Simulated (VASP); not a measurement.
A run of VASP 6.6.1 is set up as follows.

INCAR

```
PREC = Accurate ; ENCUT = 520
EDIFF = 1E-8 ; ISMEAR = 0
SIGMA = 0.01 ; LREAL = False
LASPH = True ; NELM = 60
ALGO = Normal ; ISIF = 2
LWAVE = False ; LCHARG = False
GGA = PE ; NBANDS = 15
IBRION = 8 ; NSW = 1
LEPSILON = True
```

Contents of KPOINTS:

```
regular mesh
0
Gamma
  8 8 8
```

The input POSCAR:

```
KBr
1.0
    0.0000000000      3.3525480992      3.3525480992
    3.3525480992      0.0000000000      3.3525480992
    3.3525480992      3.3525480992      0.0000000000
K Br
1 1
Direct
    0.5000000000      0.5000000000      0.5000000000
    0.0000000000      0.0000000000      0.0000000000
```

Potentials or basis: VASP PAW PBE potentials, release 64 (K_sv, Br).

Run with:

```bash
$ cat potpaw_PBE.64/K_sv/POTCAR potpaw_PBE.64/Br/POTCAR > POTCAR
$ mpirun -np 1 vasp_std > vasp.out
```

(1) Estimate the electronic dielectric tensor (diagonal).

(2) What does it give for the Born charges (mean of the diagonal)?

(3) Estimate the highest phonon frequency at Γ, LO-TO splitting left out.

Answers

(1) 2.50.

(2) K +1.14; Br -1.14 e.

(3) 101 cm⁻¹.
